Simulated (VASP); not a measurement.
# Zr4Si3 (C2/m) in VASP: single point with PBE

Aim: the single point of Zr4Si3 with PBE.

All numbers are computed with VASP 6.6.1; they aren't measurements. Logs are shortened: lines on timing, memory, paths and dates and some standing lists are left out, and cuts for length are marked.

## (1) The cell of the first run

Symmetry: C2/m, No. 12, monoclinic system. Conventional cell: a = 12.983 Å, b = 3.863 Å, c = 6.603 Å, α = 90.00°, β = 119.30°, γ = 90.00°. Zr (site symmetry m) has 4 Si at 2.65 to 2.69 Å and 10 Zr at 3.40 to 3.86 Å within 3.9 Å. Within 3.9 Å of Zr (site symmetry m) lie 5 Si at 2.67 to 2.70 Å and 10 Zr at 3.48 to 3.86 Å. Si (site symmetry m) has 6 Zr at 2.65 to 2.70 Å and 1 Si at 2.69 Å within 3.5 Å. Si (site symmetry 2/m) has 2 Si at 2.69 Å and 6 Zr at 2.69 Å within 3.5 Å.

## (2) Single point, PBE

Contents of INCAR:

```
SYSTEM = Zr4Si3
PREC = Accurate ; ENCUT = 520
EDIFF = 1E-6 ; ISMEAR = 0
SIGMA = 0.1 ; LREAL = .False.
LASPH = .True. ; NELM = 60
ALGO = Fast ; ISIF = 2
LWAVE = .False. ; LCHARG = .False.
GGA = PE ; NBANDS = 39
```

Contents of KPOINTS:

```
Automatic mesh
0
Gamma
  8 8 6
  0 0 0
```

Contents of POSCAR:

```
Zr4Si3
1.0
    6.4916316614     -1.9313912011      0.0143895195
    6.4916316614      1.9313912011      0.0143895195
   -3.2442980677      0.0000000000      5.7505470473
Zr Si
4 3
Direct
    0.1221831123      0.1221831123      0.7676322079
    0.6181988768      0.6181988768      0.3122498978
    0.8778168877      0.8778168877      0.2323677921
    0.3818011232      0.3818011232      0.6877501022
    0.7626166929      0.7626166929      0.7718635346
    0.2373833071      0.2373833071      0.2281364654
    0.0000000000      0.0000000000      0.0000000000
```

Potentials or basis: VASP PAW PBE potentials, release 64 (Zr_sv, Si).

Run with:

```bash
> cat potpaw_PBE.64/Zr_sv/POTCAR potpaw_PBE.64/Si/POTCAR > POTCAR
> mpirun -np 1 vasp_std > vasp.out
```

OUTCAR:

```text
SYSTEM = Zr4Si3
   PREC = Accurate
   ENCUT = 520
   EDIFF = 1E-6
   ISMEAR = 0
   LREAL = .False.
   LASPH = .True.
   NELM = 60
   ISIF = 2
   GGA = PE

 ion  position               nearest neighbor table
   1  0.122  0.122  0.768-   5 2.65   5 2.65   6 2.65   7 2.69   3 3.40   4 3.48   4 3.48   2 3.55
                             2 3.55   4 3.66   3 3.77   3 3.77
   2  0.618  0.618  0.312-   5 2.67   7 2.69   7 2.69   6 2.70   6 2.70   3 3.48   3 3.48   1 3.55
                             1 3.55   4 3.64   4 3.64   3 3.66   4 3.75
   3  0.878  0.878  0.232-   6 2.65   6 2.65   5 2.65   7 2.69   1 3.40   2 3.48   2 3.48   4 3.55
                             4 3.55   2 3.66   1 3.77   1 3.77
   4  0.382  0.382  0.688-   6 2.67   7 2.69   7 2.69   5 2.70   5 2.70   1 3.48   1 3.48   3 3.55
                             3 3.55   2 3.64   2 3.64   1 3.66   2 3.75
   5  0.763  0.763  0.772-   1 2.65   1 2.65   3 2.65   2 2.67   7 2.69   4 2.70   4 2.70
   6  0.237  0.237  0.228-   3 2.65   3 2.65   1 2.65   4 2.67   7 2.69   2 2.70   2 2.70
   7  0.000  0.000  0.000-   5 2.69   6 2.69   2 2.69   2 2.69   4 2.69   4 2.69   1 2.69   3 2.69

  LATTYP: Found a base centered monoclinic cell.
 ALAT       =    12.9832952189
 B/A-ratio  =     0.2975194153
 C/A-ratio  =     0.5085453986
 COS(beta)  =    -0.4894353350

  Lattice vectors:

 A1 = (   6.4916316614,  -1.9313912011,   0.0143895195)
 A2 = (   6.4916316614,   1.9313912011,   0.0143895195)
 A3 = (  -3.2442980677,   0.0000000000,   5.7505470473)

Analysis of symmetry for initial positions (statically):
=====================================================================
 Subroutine PRICEL returns:
 Original cell was already a primitive cell.

 Routine SETGRP: Setting up the symmetry group for a
 base centered monoclinic supercell.

 Subroutine GETGRP returns: Found  4 space group operations
 (whereof  4 operations were pure point group operations)
 out of a pool of  4 trial point group operations.

The static configuration has the point symmetry C_2h.

Analysis of symmetry for dynamics (positions and initial velocities):
=====================================================================
 Subroutine PRICEL returns:
 Original cell was already a primitive cell.

 Routine SETGRP: Setting up the symmetry group for a
 base centered monoclinic supercell.

 Subroutine GETGRP returns: Found  4 space group operations
 (whereof  4 operations were pure point group operations)
 out of a pool of  4 trial point group operations.

The dynamic configuration has the point symmetry C_2h.

 Subroutine INISYM returns: Found  4 space group operations
 (whereof  4 operations are pure point group operations),
 and found     1 'primitive' translations

----------------------------------------------------------------------------------------

                                     Primitive cell

  volume of cell :     144.3797

  direct lattice vectors                    reciprocal lattice vectors
     6.491631661 -1.931391201  0.014389519     0.076926038 -0.258880749  0.043399522
     6.491631661  1.931391201  0.014389519     0.076926038  0.258880749  0.043399522
    -3.244298068  0.000000000  5.750547047    -0.000384982  0.000000000  0.173679303

  length of vectors
     6.772869455  6.772869455  6.602595043     0.273533135  0.273533135  0.173679730

  position of ions in fractional coordinates (direct lattice)
     0.122183112  0.122183112  0.767632208
     0.618198877  0.618198877  0.312249898
     0.877816888  0.877816888  0.232367792
     0.381801123  0.381801123  0.687750102
     0.762616693  0.762616693  0.771863535
     0.237383307  0.237383307  0.228136465
     0.000000000  0.000000000  0.000000000

  ion indices of the primitive-cell ions
   primitive index   ion index
                 1           1
                 2           2
                 3           3
                 4           4
                 5           5
                 6           6
                 7           7

----------------------------------------------------------------------------------------

 KPOINTS: Automatic mesh

Automatic generation of k-mesh.
 Grid dimensions read from file:
 generate k-points for:    8    8    6

 Generating k-lattice:

  Cartesian coordinates                     Fractional coordinates (reciprocal lattice)
     0.009615755 -0.032360094  0.005424940     0.125000000  0.000000000 -0.000000000
     0.009615755  0.032360094  0.005424940     0.000000000  0.125000000 -0.000000000
    -0.000064164  0.000000000  0.028946551     0.000000000  0.000000000  0.166666667

  Length of vectors
     0.034191642  0.034191642  0.028946622

  Shift w.r.t. Gamma in fractional coordinates (k-lattice)
     0.000000000  0.000000000  0.000000000

 Subroutine IBZKPT returns following result:
 ===========================================

 Found    114 irreducible k-points:

 Following reciprocal coordinates:
            Coordinates               Weight
  0.000000  0.000000  0.000000      1.000000
  0.125000  0.000000 -0.000000      4.000000
  0.250000  0.000000 -0.000000      4.000000
  0.375000 -0.000000 -0.000000      4.000000
  0.500000  0.000000 -0.000000      2.000000
  0.125000  0.125000 -0.000000      2.000000
[... 16 lines left out ...]
  0.125000  0.000000  0.166667      4.000000
  0.250000  0.000000  0.166667      4.000000
 [... further k-points ...]
   k-points           NKPTS =    114   k-points in BZ     NKDIM =    114   number of bands    NBANDS=     39
   number of dos      NEDOS =    301   number of ions     NIONS =      7
   total plane-waves  NPLWV = 125000
   dimension x,y,z NGX =    50 NGY =   50 NGZ =   50
   dimension x,y,z NGXF=   100 NGYF=  100 NGZF=  100
   ions per type =               4   3
   NGX,Y,Z   is equivalent  to a cutoff of  12.27, 12.27, 12.59 a.u.
   NGXF,Y,Z  is equivalent  to a cutoff of  24.55, 24.55, 25.18 a.u.
 SYSTEM =  Zr4Si3
   PREC   = accura    normal or accurate (medium, high low for compatibility)
   ISTART =      0    job   : 0-new  1-cont  2-samecut
   ICHARG =      2    charge: 1-file 2-atom 10-const
   ISPIN  =      1    spin polarized calculation?
   LNONCOLLINEAR =      F non collinear calculations
   LSORBIT =      F    spin-orbit coupling
   LASPH  =      T    aspherical Exc in radial PAW
   ENCUT  =  520.0 eV  38.22 Ry    6.18 a.u.  12.59 12.59 12.28*2*pi/ulx,y,z
   NELM   =     60;   NELMIN=  2; NELMDL= -5     # of ELM steps
   EDIFF  = 0.1E-05   stopping-criterion for ELM
   LREAL  =      F    real-space projection
   EDIFFG = 0.1E-04   stopping-criterion for IOM
   NSW    =      0    number of steps for IOM
   IBRION =     -1    ionic relax: 0-MD 1-quasi-New 2-CG
   NFREE  =      0    steps in history (QN), initial steepest desc. (CG)
   ISIF   =      2    stress and relaxation
   ISYM   =      2    0-nonsym 1-usesym 2-fastsym
   POTIM  = 0.5000    time-step for ionic-motion
   TEBEG  =    0.0;   TEEND  =   0.0 temperature during run
   PSTRESS=    0.0 pullay stress
   NELECT =      60.0000    total number of electrons
   NUPDOWN=      -1.0000    fix difference up-down
   EMIN   =  10.00;   EMAX   =-10.00  energy-range for DOS
   EFERMI =   0.00;   METHOD = LEGACY
   ISMEAR =     0;   SIGMA  =   0.10  broadening in eV -4-tet -1-fermi 0-gaus
   EFERMI_NEDOS =   21; number of points for ismear=-14 and -15
   IALGO  =     68    algorithm
   IMIX   =      4    mixing-type and parameters
     AMIX     =   0.40;   BMIX     =  1.00
     AMIX_MAG =   1.60;   BMIX_MAG =  1.00
  volume/ion in A,a.u.               =      20.63       139.19
  Fermi-wavevector in a.u.,A,eV,Ry     =   1.221677  2.308636 20.306639  1.492496
  Thomas-Fermi vector in A             =   2.356851
   LORBIT       =      0    0 simple, 1 ext, 2 COOP (PROOUT), +10 PAW based schemes
   GGA     = PE    functional components
   LHFCALC =     F    Hartree Fock is set to
   AEXX    =    0.0000 exact exchange contribution
   IVDW    =     0    specifies the selected vdW correction
   LEPSILON=     F    determine dielectric tensor
   LRPA    =     F    only Hartree local field effects (RPA)
 non-spin polarized calculation
 RMM-DIIS sequential band-by-band and
 Gauss-broadening in eV      SIGMA  =   0.10
  energy-cutoff  :      520.00
  volume of cell :      144.38
 maximum number of plane-waves:      3909
   NGX = 25   NGY = 25   NGZ = 25

 number of electron      60.0000000 magnetization

 Free energy of the ion-electron system (eV)
  ---------------------------------------------------
  ext. energy  EPLUGINS =         0.00000000
  ---------------------------------------------------
  free energy    TOTEN  =       -54.18945491 eV

  energy without entropy =      -54.17263405  energy(sigma->0) =      -54.18104448

 E-fermi :   8.1665     XC(G=0): -10.7580

 val. band max:        8.1591468697   @ k =   0.2500   0.2500   0.1667
 cond. band min:       8.1790056057   @ k =   0.1250   0.0000  -0.0000
 fundamental gap:      0.0198587360
 Fermi energy:         8.1665285795

 k-point     1 :       0.0000    0.0000    0.0000
  band No.  band energies     occupation
      1     -40.6193      2.00000
      2     -40.5970      2.00000
      3     -40.5481      2.00000
      4     -40.5396      2.00000
      5     -18.8158      2.00000
      6     -18.8122      2.00000
[... 31 lines left out ...]
     38      10.6095      0.00000
     39      10.6479      0.00000

 k-point     2 :       0.1250    0.0000   -0.0000
  band No.  band energies     occupation
      1     -40.6175      2.00000
      2     -40.5967      2.00000
      3     -40.5477      2.00000
      4     -40.5393      2.00000
      5     -18.8112      2.00000
      6     -18.7988      2.00000
[... 31 lines left out ...]
     38      10.4713      0.00000
     39      10.8439      0.00000

 k-point     3 :       0.2500    0.0000   -0.0000
  band No.  band energies     occupation
      1     -40.6132      2.00000
      2     -40.5962      2.00000
      3     -40.5464      2.00000
      4     -40.5390      2.00000
      5     -18.7920      2.00000
      6     -18.7744      2.00000
[... 31 lines left out ...]
     38      10.6000      0.00000
     39      11.0336      0.00000

 k-point     4 :       0.3750   -0.0000   -0.0000
  band No.  band energies     occupation
      1     -40.6087      2.00000
      2     -40.5959      2.00000
      3     -40.5446      2.00000
      4     -40.5393      2.00000
      5     -18.7783      2.00000
      6     -18.7592      2.00000
[... 31 lines left out ...]
     38      10.9796      0.00000
     39      11.0824      0.00000
[... 754 lines left out ...]
     38      10.2663      0.00000
     39      10.7521      0.00000

 k-point    23 :       0.1250    0.0000    0.1667
  band No.  band energies     occupation
      1     -40.6155      2.00000
      2     -40.5986      2.00000
      3     -40.5467      2.00000
      4     -40.5405      2.00000
      5     -18.8066      2.00000
      6     -18.7795      2.00000
[... 31 lines left out ...]
     38      10.6743      0.00000
     39      11.0867      0.00000

 k-point    24 :       0.2500    0.0000    0.1667
  band No.  band energies     occupation
      1     -40.6112      2.00000
      2     -40.5982      2.00000
      3     -40.5451      2.00000
      4     -40.5405      2.00000
      5     -18.7860      2.00000
      6     -18.7705      2.00000
[... 31 lines left out ...]
     38      10.8311      0.00000
     39      11.0610      0.00000

 [... further k-points ...]

------------------------ aborting loop because EDIFF is reached ----------------------------------------

  FORCE on cell =-STRESS in cart. coord.  units (eV):
  Direction    XX          YY          ZZ          XY          YZ          ZX
  --------------------------------------------------------------------------------------
  -------------------------------------------------------------------------------------
  Total        0.0281968      0.0540154      0.0331683      0.0000000      0.0000000     -0.0030593
  in kB        0.3128989      0.5994077      0.3680678      0.0000000      0.0000000     -0.0339491
  external PRESSURE =       0.4267915 kB  Pullay stress =       0.0000000 kB

 VOLUME and BASIS-vectors are now :
 -----------------------------------------------------------------------------
  energy-cutoff  :      520.00
  volume of cell :      144.38
      direct lattice vectors                 reciprocal lattice vectors
     6.491631661 -1.931391201  0.014389519     0.076926038 -0.258880749  0.043399522
     6.491631661  1.931391201  0.014389519     0.076926038  0.258880749  0.043399522
    -3.244298068  0.000000000  5.750547047    -0.000384982  0.000000000  0.173679303

 POSITION                                       TOTAL-FORCE (eV/Angst)
 -----------------------------------------------------------------------------------
     -0.90409      0.00000      4.41782         0.001676      0.000000     -0.000967
      7.01321      0.00000      1.81340        -0.004580      0.000000     -0.000535
     10.64306      0.00000      1.36150        -0.001676      0.000000      0.000967
      2.72576      0.00000      3.96593         0.004580      0.000000      0.000535
      7.39710      0.00000      4.46058        -0.001778      0.000000      0.004384
      2.34187      0.00000      1.31874         0.001778      0.000000     -0.004384
      0.00000      0.00000      0.00000         0.000000     -0.000000      0.000000
 -----------------------------------------------------------------------------------
    total drift:                                0.000000      0.000000     -0.000000

  FREE ENERGIE OF THE ION-ELECTRON SYSTEM (eV)
  ---------------------------------------------------
  free  energy   TOTEN  =       -54.1894549079 eV

  energy  without entropy=      -54.1726340539  energy(sigma->0) =      -54.18104448
```

It took 16 min on 1 thread of Intel Xeon 6975P-C (Granite Rapids), shared host; peak memory 0.68 GiB.

What came out:

```
Free energy            : -54.1895 eV
Pressure               : 0.0 GPa
Largest force          : 0.005 eV/Å
Band gap on the k mesh : zero (bands 30 and 31 overlap by 0.67 eV)
```

Forces on the atoms (eV/Å):
```
Zr   0.002  0.000 -0.001
Zr  -0.005  0.000 -0.001
Zr  -0.002  0.000  0.001
Zr   0.005  0.000  0.001
Si  -0.002  0.000  0.004
Si   0.002  0.000 -0.004
Si   0.000  0.000  0.000
```
